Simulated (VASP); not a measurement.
# CsAuBr3 (Pm-3m) in VASP: notebook

The runs below take CsAuBr3 through single point, with LDA.

All numbers are computed with VASP 6.6.1; they aren't measurements. Logs are shortened: lines on timing, memory, paths and dates and some standing lists are left out, and cuts for length are marked.

## (1) The cell of the first run

It takes space group Pm-3m (No. 221, cubic). Conventional cell: a = 5.473 Å, b = 5.473 Å, c = 5.473 Å, α = 90.00°, β = 90.00°, γ = 90.00°. Cs (site symmetry m-3m) has 12 Br at 3.87 Å and 8 Au at 4.74 Å within 5.1 Å. Au (site symmetry m-3m) has 6 Br at 2.74 Å within 3.6 Å. Br (site symmetry 4/mmm) has 2 Au at 2.74 Å within 3.6 Å.

## (2) Single point, LDA

INCAR

```
SYSTEM = CsAuBr3
  PREC = Accurate
  ENCUT = 520
  EDIFF = 1E-6
  ISMEAR = 1
  SIGMA = 0.3
  LREAL = .FALSE.
  LASPH = .TRUE.
  NELM = 80
  ALGO = Normal
  ISIF = 2
  LWAVE = .FALSE.
  LCHARG = .TRUE.
  LELF = .TRUE.
  LVHAR = .TRUE.
  NBANDS = 28
```

KPOINTS

```
regular mesh
0
G
  4 4 4
  0 0 0
```

POSCAR

```
CsAuBr3
1.0
    5.4725400000      0.0000000000      0.0000000000
    0.0000000000      5.4725400000      0.0000000000
    0.0000000000      0.0000000000      5.4725400000
Cs Au Br
1 1 3
Direct
    0.5000000000      0.5000000000      0.5000000000
    0.0000000000      0.0000000000      0.0000000000
    0.0000000000      0.0000000000      0.5000000000
    0.5000000000      0.0000000000      0.0000000000
    0.0000000000      0.5000000000      0.0000000000
```

Potentials or basis: VASP PAW LDA potentials, release 64 (Cs_sv, Au, Br).

The run is started by

```console
$ cat potpaw_LDA.64/Cs_sv/POTCAR potpaw_LDA.64/Au/POTCAR potpaw_LDA.64/Br/POTCAR > POTCAR
$ mpirun -np 1 vasp_std > vasp.out
```

OUTCAR:

```text
SYSTEM = CsAuBr3
   PREC = Accurate
   ENCUT = 520
   EDIFF = 1E-6
   ISMEAR = 1
   LREAL = .FALSE.
   LASPH = .TRUE.
   NELM = 80
   ISIF = 2

 ion  position               nearest neighbor table
   1  0.500  0.500  0.500-
   2  0.000  0.000  0.000-   3 2.74   4 2.74   5 2.74   3 2.74   5 2.74   4 2.74
   3  0.000  0.000  0.500-   2 2.74   2 2.74
   4  0.500  0.000  0.000-   2 2.74   2 2.74
   5  0.000  0.500  0.000-   2 2.74   2 2.74

  LATTYP: Found a simple cubic cell.
 ALAT       =     5.4725400000

  Lattice vectors:

 A1 = (   5.4725400000,   0.0000000000,   0.0000000000)
 A2 = (   0.0000000000,   5.4725400000,   0.0000000000)
 A3 = (   0.0000000000,   0.0000000000,   5.4725400000)

Analysis of symmetry for initial positions (statically):
=====================================================================
 Subroutine PRICEL returns:
 Original cell was already a primitive cell.

 Routine SETGRP: Setting up the symmetry group for a
 simple cubic supercell.

 Subroutine GETGRP returns: Found 48 space group operations
 (whereof 48 operations were pure point group operations)
 out of a pool of 48 trial point group operations.

The static configuration has the point symmetry O_h .

Analysis of symmetry for dynamics (positions and initial velocities):
=====================================================================
 Subroutine PRICEL returns:
 Original cell was already a primitive cell.

 Routine SETGRP: Setting up the symmetry group for a
 simple cubic supercell.

 Subroutine GETGRP returns: Found 48 space group operations
 (whereof 48 operations were pure point group operations)
 out of a pool of 48 trial point group operations.

The dynamic configuration has the point symmetry O_h .

 Subroutine INISYM returns: Found 48 space group operations
 (whereof 48 operations are pure point group operations),
 and found     1 'primitive' translations

----------------------------------------------------------------------------------------

                                     Primitive cell

  volume of cell :     163.8954

  direct lattice vectors                    reciprocal lattice vectors
     5.472540000  0.000000000  0.000000000     0.182730505  0.000000000  0.000000000
     0.000000000  5.472540000  0.000000000     0.000000000  0.182730505  0.000000000
     0.000000000  0.000000000  5.472540000     0.000000000  0.000000000  0.182730505

  length of vectors
     5.472540000  5.472540000  5.472540000     0.182730505  0.182730505  0.182730505

  position of ions in fractional coordinates (direct lattice)
     0.500000000  0.500000000  0.500000000
     0.000000000  0.000000000  0.000000000
     0.000000000  0.000000000  0.500000000
     0.500000000  0.000000000  0.000000000
     0.000000000  0.500000000  0.000000000

  ion indices of the primitive-cell ions
   primitive index   ion index
                 1           1
                 2           2
                 3           3
                 4           4
                 5           5

----------------------------------------------------------------------------------------

 KPOINTS: regular mesh

Automatic generation of k-mesh.
 Grid dimensions read from file:
 generate k-points for:    4    4    4

 Generating k-lattice:

  Cartesian coordinates                     Fractional coordinates (reciprocal lattice)
     0.045682626  0.000000000  0.000000000     0.250000000  0.000000000  0.000000000
     0.000000000  0.045682626  0.000000000     0.000000000  0.250000000  0.000000000
     0.000000000  0.000000000  0.045682626     0.000000000  0.000000000  0.250000000

  Length of vectors
     0.045682626  0.045682626  0.045682626

  Shift w.r.t. Gamma in fractional coordinates (k-lattice)
     0.000000000  0.000000000  0.000000000

 Subroutine IBZKPT returns following result:
 ===========================================

 Found     10 irreducible k-points:

 Following reciprocal coordinates:
            Coordinates               Weight
  0.000000  0.000000  0.000000      1.000000
  0.250000  0.000000  0.000000      6.000000
  0.500000  0.000000  0.000000      3.000000
  0.250000  0.250000  0.000000     12.000000
  0.500000  0.250000  0.000000     12.000000
  0.500000  0.500000  0.000000      3.000000
  0.250000  0.250000  0.250000      8.000000
  0.500000  0.250000  0.250000     12.000000
  0.500000  0.500000  0.250000      6.000000
  0.500000  0.500000  0.500000      1.000000
   k-points           NKPTS =     10   k-points in BZ     NKDIM =     10   number of bands    NBANDS=     28
   number of dos      NEDOS =    301   number of ions     NIONS =      5
   total plane-waves  NPLWV =  74088
   dimension x,y,z NGX =    42 NGY =   42 NGZ =   42
   dimension x,y,z NGXF=    84 NGYF=   84 NGZF=   84
   ions per type =               1   1   3
   NGX,Y,Z   is equivalent  to a cutoff of  12.76, 12.76, 12.76 a.u.
   NGXF,Y,Z  is equivalent  to a cutoff of  25.52, 25.52, 25.52 a.u.
 SYSTEM =  CsAuBr3
   PREC   = accura    normal or accurate (medium, high low for compatibility)
   ISTART =      0    job   : 0-new  1-cont  2-samecut
   ICHARG =      2    charge: 1-file 2-atom 10-const
   ISPIN  =      1    spin polarized calculation?
   LNONCOLLINEAR =      F non collinear calculations
   LSORBIT =      F    spin-orbit coupling
   LASPH  =      T    aspherical Exc in radial PAW
   ENCUT  =  520.0 eV  38.22 Ry    6.18 a.u.  10.18 10.18 10.18*2*pi/ulx,y,z
   NELM   =     80;   NELMIN=  2; NELMDL= -5     # of ELM steps
   EDIFF  = 0.1E-05   stopping-criterion for ELM
   LREAL  =      F    real-space projection
   EDIFFG = 0.1E-04   stopping-criterion for IOM
   NSW    =      0    number of steps for IOM
   IBRION =     -1    ionic relax: 0-MD 1-quasi-New 2-CG
   NFREE  =      0    steps in history (QN), initial steepest desc. (CG)
   ISIF   =      2    stress and relaxation
   ISYM   =      2    0-nonsym 1-usesym 2-fastsym
   POTIM  = 0.5000    time-step for ionic-motion
   TEBEG  =    0.0;   TEEND  =   0.0 temperature during run
   PSTRESS=    0.0 pullay stress
   NELECT =      41.0000    total number of electrons
   NUPDOWN=      -1.0000    fix difference up-down
   EMIN   =  10.00;   EMAX   =-10.00  energy-range for DOS
   EFERMI =   0.00;   METHOD = LEGACY
   ISMEAR =     1;   SIGMA  =   0.30  broadening in eV -4-tet -1-fermi 0-gaus
   EFERMI_NEDOS =   21; number of points for ismear=-14 and -15
   IALGO  =     38    algorithm
   IMIX   =      4    mixing-type and parameters
     AMIX     =   0.40;   BMIX     =  1.00
     AMIX_MAG =   1.60;   BMIX_MAG =  1.00
  volume/ion in A,a.u.               =      32.78       221.20
  Fermi-wavevector in a.u.,A,eV,Ry     =   1.031527  1.949303 14.477245  1.064047
  Thomas-Fermi vector in A             =   2.165679
   LORBIT       =      0    0 simple, 1 ext, 2 COOP (PROOUT), +10 PAW based schemes
   GGA     = CA    functional components
   LHFCALC =     F    Hartree Fock is set to
   AEXX    =    0.0000 exact exchange contribution
   IVDW    =     0    specifies the selected vdW correction
   LEPSILON=     F    determine dielectric tensor
   LRPA    =     F    only Hartree local field effects (RPA)
 non-spin polarized calculation
 Methfessel and Paxton  Order N= 1 SIGMA  =   0.30
  energy-cutoff  :      520.00
  volume of cell :      163.90
 maximum number of plane-waves:      4468
 NGX is ok and might be reduce to    42
   NGX = 21   NGY = 21   NGZ = 21

 number of electron      41.0000003 magnetization

 Free energy of the ion-electron system (eV)
  ---------------------------------------------------
  ext. energy  EPLUGINS =         0.00000000
  ---------------------------------------------------
  free energy    TOTEN  =       -15.88284268 eV

  energy without entropy =      -15.89194059  energy(sigma->0) =      -15.88587531

 E-fermi :   0.9839     XC(G=0):  -8.8822

 val. band max:        0.8860741798   @ k =   0.0000   0.0000   0.0000
 cond. band min:       1.0992828607   @ k =   0.5000   0.2500   0.0000
 fundamental gap:      0.2132086809
 Fermi energy:         0.9838625840

 k-point     1 :       0.0000    0.0000    0.0000
  band No.  band energies     occupation
      1     -19.0600      2.00000
      2     -13.3660      2.00000
      3     -12.8219      2.00000
      4     -12.8219      2.00000
      5      -5.9395      2.00000
      6      -5.9395      2.00000
[... 20 lines left out ...]
     27       7.1071      0.00000
     28       7.1071      0.00000

 k-point     2 :       0.2500    0.0000    0.0000
  band No.  band energies     occupation
      1     -19.0577      2.00000
      2     -13.2980      2.00000
      3     -12.8566      2.00000
      4     -12.8195      2.00000
      5      -5.9199      2.00000
      6      -5.9199      2.00000
[... 20 lines left out ...]
     27       7.6672      0.00000
     28       7.6672      0.00000

 k-point     3 :       0.5000    0.0000    0.0000
  band No.  band energies     occupation
      1     -19.0553      2.00000
      2     -13.2159      2.00000
      3     -12.9043      2.00000
      4     -12.8172      2.00000
      5      -5.9000      2.00000
      6      -5.9000      2.00000
[... 20 lines left out ...]
     27       8.5324      0.00000
     28       8.6009      0.00000

 k-point     4 :       0.2500    0.2500    0.0000
  band No.  band energies     occupation
      1     -19.0556      2.00000
      2     -13.2263      2.00000
      3     -12.8665      2.00000
      4     -12.8387      2.00000
      5      -5.9440      2.00000
      6      -5.9009      2.00000
[... 20 lines left out ...]
     27       7.8045      0.00000
     28       8.1644      0.00000

 k-point     5 :       0.5000    0.2500    0.0000
  band No.  band energies     occupation
      1     -19.0535      2.00000
      2     -13.1356      2.00000
      3     -12.9072      2.00000
      4     -12.8447      2.00000
      5      -5.9261      2.00000
      6      -5.9174      2.00000
[... 20 lines left out ...]
     27       7.9185      0.00000
     28       8.4139      0.00000

 k-point     6 :       0.5000    0.5000    0.0000
  band No.  band energies     occupation
      1     -19.0516      2.00000
      2     -13.0159      2.00000
      3     -12.9101      2.00000
      4     -12.9101      2.00000
      5      -5.9508      2.00000
      6      -5.9508      2.00000
[... 20 lines left out ...]
     27       8.3729      0.00000
     28       8.7029      0.00000

 k-point     7 :       0.2500    0.2500    0.2500
  band No.  band energies     occupation
      1     -19.0537      2.00000
      2     -13.1558      2.00000
      3     -12.8625      2.00000
      4     -12.8625      2.00000
      5      -5.9607      2.00000
      6      -5.9607      2.00000
[... 20 lines left out ...]
     27       8.0707      0.00000
     28       8.3972      0.00000

 k-point     8 :       0.5000    0.2500    0.2500
  band No.  band energies     occupation
      1     -19.0518      2.00000
      2     -13.0642      2.00000
      3     -12.9058      2.00000
      4     -12.8584      2.00000
      5      -5.9778      2.00000
      6      -5.9612      2.00000
[... 20 lines left out ...]
     27       7.7859      0.00000
     28       8.2924      0.00000

 k-point     9 :       0.5000    0.5000    0.2500
  band No.  band energies     occupation
      1     -19.0502      2.00000
      2     -12.9585      2.00000
      3     -12.9044      2.00000
      4     -12.9044      2.00000
      5      -6.0036      2.00000
      6      -6.0036      2.00000
[... 20 lines left out ...]
     27       8.2032      0.00000
     28       8.4280      0.00000

 k-point    10 :       0.5000    0.5000    0.5000
  band No.  band energies     occupation
      1     -19.0488      2.00000
      2     -12.8987      2.00000
      3     -12.8987      2.00000
      4     -12.8987      2.00000
      5      -6.0555      2.00000
      6      -6.0555      2.00000
[... 20 lines left out ...]
     27       8.3489      0.00000
     28       8.3489      0.00000

------------------------ aborting loop because EDIFF is reached ----------------------------------------

  FORCE on cell =-STRESS in cart. coord.  units (eV):
  Direction    XX          YY          ZZ          XY          YZ          ZX
  --------------------------------------------------------------------------------------
  -------------------------------------------------------------------------------------
  Total       -3.8213334     -3.8213334     -3.8213334     -0.0000000     -0.0000000      0.0000000
  in kB      -37.3558550    -37.3558550    -37.3558550     -0.0000000     -0.0000000      0.0000000
  external PRESSURE =     -37.3558550 kB  Pullay stress =       0.0000000 kB

 VOLUME and BASIS-vectors are now :
 -----------------------------------------------------------------------------
  energy-cutoff  :      520.00
  volume of cell :      163.90
      direct lattice vectors                 reciprocal lattice vectors
     5.472540000  0.000000000  0.000000000     0.182730505  0.000000000  0.000000000
     0.000000000  5.472540000  0.000000000     0.000000000  0.182730505  0.000000000
     0.000000000  0.000000000  5.472540000     0.000000000  0.000000000  0.182730505

 POSITION                                       TOTAL-FORCE (eV/Angst)
 -----------------------------------------------------------------------------------
      2.73627      2.73627      2.73627         0.000000      0.000000      0.000000
      0.00000      0.00000      0.00000         0.000000      0.000000      0.000000
      0.00000      0.00000      2.73627         0.000000      0.000000      0.000000
      2.73627      0.00000      0.00000         0.000000      0.000000      0.000000
      0.00000      2.73627      0.00000         0.000000      0.000000      0.000000
 -----------------------------------------------------------------------------------
    total drift:                                0.000000      0.000000     -0.000000

  FREE ENERGIE OF THE ION-ELECTRON SYSTEM (eV)
  ---------------------------------------------------
  free  energy   TOTEN  =       -15.8828426782 eV

  energy  without entropy=      -15.8919405860  energy(sigma->0) =      -15.88587531
```

Wall time 78 s (1 thread of Intel Xeon 8259CL, shared host); peak memory 0.24 GiB.

What came out:

```yaml
Free_energy: -15.8828 eV
Pressure: -3.7 GPa
Band_gap_on_the_k_mesh: zero (an odd number of electrons rules out a gap without spin polarisation)
```

Caveat: the cell stands under tension; so wide a smearing shifts energies and pressures; spin-orbit coupling is left out, which moves the levels of the heavy elements; an odd number of electrons without spin polarisation forces a metal; a magnetic or distorted state may lie lower.

[end of part 1 of 2]
